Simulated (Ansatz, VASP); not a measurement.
# One calculation of LuBe, two programs

File INCAR:

```
SYSTEM = LuBe
AGGAC = 1.0 ; AGGAX = 1.0
ALDAC = 0.0 ; ALDAX = 1.0
ALGO = Normal ; EDIFF = 1E-7
ENCUT = 520 ; GGA = B5
ISIF = 2 ; ISMEAR = -1
LASPH = .TRUE. ; LCHARG = .FALSE.
LREAL = .FALSE. ; LWAVE = .FALSE.
NBANDS = 20 ; NELM = 80
PREC = Accurate ; SIGMA = 0.05
```

The input KPOINTS:

```
k-points
0
G
  8 8 8
  0 0 0
```

POSCAR

```
LuBe
1.0
    3.3203700000      0.0000000000      0.0000000000
    0.0000000000      3.3203700000      0.0000000000
    0.0000000000      0.0000000000      3.3203700000
Lu Be
1 1
Direct
    0.0000000000      0.0000000000      0.0000000000
    0.5000000000      0.5000000000      0.5000000000
```

File input.yaml:

```yaml
crystal:
  lattice:
    - [3.32037, 0.0, 0.0]
    - [0.0, 3.32037, 0.0]
    - [0.0, 0.0, 3.32037]
  atoms:
    - { symbol: Lu, position: [0.0, 0.0, 0.0] }
    - { symbol: Be, position: [0.5, 0.5, 0.5] }
hamiltonian:
  xc: blyp
  pseudopotentials: { kind: paw }
kpoints:
  mp_grid: { grid: [8, 8, 8] }
  band_path:
    path:
      - [[0.0, 0.0, 0.0], [0.0, 0.5, 0.0], [0.5, 0.5, 0.0], [0.0, 0.0, 0.0], [0.5, 0.5, 0.5], [0.0, 0.5, 0.0]]
      - [[0.5, 0.5, 0.0], [0.5, 0.5, 0.5]]
    npoints: 14
scf:
  occupations: { method: fermi_dirac, width: 0.05 }
  n_extra_bands: 6
output:
  forces: true
  stress: true
  eigenvalues: true
  fatbands: false
```

Alike in both runs: functional BLYP; k mesh 8 × 8 × 8; occupations fermi-dirac, width 0.05 eV; no spin polarisation.

|  | VASP | Ansatz |
| --- | --- | --- |
| version | VASP 6.6.1 | Ansatz 0.2.0 |
| potentials or method | VASP PAW PBE potentials, release 64 (Lu, Be) | Ansatz PAW |
| plane-wave cutoff (eV) | 520 | 420 |
| valence electrons in the cell | 27 | 27 |
| task | single point | band structure |

```csv
,VASP,Ansatz,Ansatz less VASP
gap on the k mesh at the Fermi level (eV),none,none,-
pressure (GPa),2.0,1.7,-0.28
```

VASP's potentials were made for PBE, not for BLYP. A gap of «none» marks a metal or a gap that the smearing closes.

Neither program's run includes spin-orbit coupling.
